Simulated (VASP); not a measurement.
Here is a VASP 6.6.1 calculation.

The input INCAR:

```
SYSTEM = Si
ALGO = Normal
EDIFF = 1E-6
ENCUT = 520
ISIF = 2
ISMEAR = 0
LASPH = .True.
LCHARG = .False.
LREAL = .False.
LWAVE = .False.
NBANDS = 16
NELM = 60
PREC = Accurate
SIGMA = 0.02
```

The input KPOINTS:

```
k-points
0
Gamma
  9 9 6
  0 0 0
```

The input POSCAR:

```
Si
1.0
    3.8211964665      0.0000000000      0.0000000000
   -1.9105982332      3.3092532128      0.0000000000
    0.0000000000      0.0000000000      6.2695418345
Si
4
Direct
    0.3333333333      0.6666666667     -0.0005202481
    0.6666666667      0.3333333333      0.4994797519
    0.3333333333      0.6666666667      0.3745202481
    0.6666666667      0.3333333333      0.8745202481
```

Potentials or basis: VASP PAW LDA potentials, release 64 (Si).

Run with:

```sh
$ cat potpaw_LDA.64/Si/POTCAR > POTCAR
$ mpirun -np 1 vasp_std > vasp.out
```

(1) What does it give for the pressure?

(2) What does it give for the band gap on the k mesh?

## Answers

(1) -0.6 GPa.

(2) 0.30 eV (least direct gap 0.90 eV).

Caveat: the cell differs from its parent crystal (strained cell); semilocal functionals underestimate gaps, and a narrow one can read as zero.
